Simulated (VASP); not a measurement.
Here is a VASP 6.6.1 calculation.

Contents of INCAR:

```
PREC = Accurate
ENCUT = 600
EDIFF = 1E-6
ISMEAR = 0
SIGMA = 0.1
LREAL = False
LASPH = True
NELM = 80
ALGO = Normal
ISIF = 3
LWAVE = False
LCHARG = False
GGA = PS
IBRION = 2
NSW = 80
EDIFFG = -0.05
```

KPOINTS

```
Automatic mesh
0
Gamma
  6 6 4
```

POSCAR

```
In
1.0
    2.9391734646      0.0000000000      0.0000000000
   -1.4695867323      2.5453988864      0.0000000000
    0.0000000000      0.0000000000      4.5635697155
In
2
Direct
    0.3333333333      0.6666666667      0.2500000000
    0.6666666667      0.3333333333      0.7500000000
```

Potentials or basis: VASP PAW PBE potentials, release 64 (In_d).

The run is started by

```console
$ cat potpaw_PBE.64/In_d/POTCAR > POTCAR
$ mpirun -np 1 vasp_std > vasp.out
```

(1) Predict the space group after relaxing (to 0.05 Å).

(2) What does it give for the relaxed cell?

(3) What does it give for the band gap on the k mesh?

## Answers

(1) P6_3/mmc (No. 194).

(2) a = 3.331 Å, b = 3.331 Å, c = 5.349 Å, α = 90.00°, β = 90.00°, γ = 120.00°.

(3) zero (band 13 reaches 11.38 eV, above the bottom of band 14 at 4.83 eV).

Caveat: the k points lie up to 0.36 Å⁻¹ apart in the final cell; spin-orbit coupling is left out, which moves the levels of the heavy elements.
